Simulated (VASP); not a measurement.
Wanted: the native input for a VASP 6.6.1 run.

| Property | Result |
| --- | --- |
| Task | single point |
| Functional | r2SCAN |
| Potentials or basis | VASP PAW PBE potentials, release 64 (Na_pv) |
| Cutoff | 520 eV |
| k mesh | 4 × 4 × 4 |
| Occupations | gaussian, width 0.1 eV |
| Spin | no spin polarisation |
| Dipole correction | no |
| Further INCAR settings | ALGO = Normal; EDIFF = 1e-07; NBANDS = 14 |

Crystal: Na.

```
CELL_PARAMETERS angstrom
0.00000 3.48154 3.48154
3.48154 0.00000 3.48154
3.48154 3.48154 0.00000
ATOMIC_POSITIONS crystal
Na 0.50000 0.50000 0.50000
Na 0.75000 0.75000 0.75000
```

This isn't the form of Na at room conditions, which is bcc.

The input as run:

POSCAR

```
Na
1.0
    0.0000000000      3.4815402320      3.4815402320
    3.4815402320      0.0000000000      3.4815402320
    3.4815402320      3.4815402320      0.0000000000
Na
2
Direct
    0.5000000000      0.5000000000      0.5000000000
    0.7500000000      0.7500000000      0.7500000000
```

INCAR.step1

```
SYSTEM = Na
PREC = Accurate ; ENCUT = 520
ISMEAR = 0 ; SIGMA = 0.1
LREAL = .False. ; LASPH = .True.
NELM = 100 ; NBANDS = 14
GGA = PE ; ALGO = Normal
EDIFF = 1E-4 ; LWAVE = .True.
LCHARG = .False.
```

INCAR.step2

```
SYSTEM = Na
PREC = Accurate ; ENCUT = 520
EDIFF = 1E-7 ; ISMEAR = 0
SIGMA = 0.1 ; LREAL = .False.
LASPH = .True. ; NELM = 100
ALGO = Normal ; ISIF = 2
LWAVE = .False. ; LCHARG = .False.
METAGGA = R2SCAN ; LMIXTAU = .True.
NBANDS = 14 ; ISTART = 1
```

KPOINTS

```
regular mesh
0
Gamma
  4 4 4
  0 0 0
```

Potentials or basis: VASP PAW PBE potentials, release 64 (Na_pv).

Command:

```sh
$ cat potpaw_PBE.64/Na_pv/POTCAR > POTCAR
$ cp INCAR.step1 INCAR
$ mpirun -np 1 vasp_std > vasp.out
$ cp INCAR.step2 INCAR
$ mpirun -np 1 vasp_std > vasp.out
```

Results of the run:

* Pressure: 0.9 GPa
* Band gap on the k mesh: zero (bands 7 and 8 overlap by 1.59 eV)

Caveat: the k points lie up to 0.39 Å⁻¹ apart, too coarse for converged energies and pressures of a metal; the PAW data sets were made with another functional, which shifts forces and pressure a little.

Run time: 29 s on 1 thread of AMD EPYC 9R45 96-Core Processor (Zen 5), with other jobs on the host, peak memory 0.21 GiB.
